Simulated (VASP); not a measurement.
A run of VASP 6.6.1:

INCAR

```
ALGO = Normal ; EDIFF = 1E-6
ENCUT = 700 ; GGA_COMPAT = F
ISIF = 2 ; ISMEAR = 0
ISPIN = 2 ; LASPH = T
LCHARG = T ; LDAU = T
LDAUJ = 0 0.5 0 ; LDAUL = -1 2 -1
LDAUPRINT = 1 ; LDAUTYPE = 1
LDAUU = 0 4 0 ; LELF = T
LMAXMIX = 4 ; LORBIT = 11
LREAL = F ; LVHAR = T
LWAVE = F ; MAGMOM = 0 2 0 0 0 0 0 0
NBANDS = 47 ; NELM = 200
PREC = Accurate ; SIGMA = 0.05
```

The input KPOINTS:

```
k-points
0
Gamma
  4 4 4
```

Contents of POSCAR:

```
BaCrF6
1.0
    3.6639988200      2.1154107000      2.3789998200
   -3.6639988200      2.1154107000      2.3789998200
    0.0000000000     -4.2308214000      2.3789998200
Ba Cr F
1 1 6
Direct
    0.5000000000      0.5000000000      0.5000000000
    0.0000000000      0.0000000000      0.0000000000
    0.2600000000      0.8970000000      0.2600000000
    0.2600000000      0.2600000000      0.8970000000
    0.8970000000      0.2600000000      0.2600000000
    0.7400000000      0.1030000000      0.7400000000
    0.1030000000      0.7400000000      0.7400000000
    0.7400000000      0.7400000000      0.1030000000
```

Potentials or basis: VASP PAW LDA potentials, release 64 (Ba_sv, Cr_sv, F).

Run with:

```console
$ cat potpaw_LDA.64/Ba_sv/POTCAR potpaw_LDA.64/Cr_sv/POTCAR potpaw_LDA.64/F/POTCAR > POTCAR
$ mpirun -np 1 vasp_std > vasp.out
```

Hardware: 1 thread of AMD EPYC 7R13 Processor (Zen 3), on a shared host.

How long does it take, and how much memory?

Wall time 3.1 min on 1 thread of AMD EPYC 7R13 Processor (Zen 3), with other jobs on the host, peak memory 0.3 GiB. Counts: scf iterations 15, k points 13.
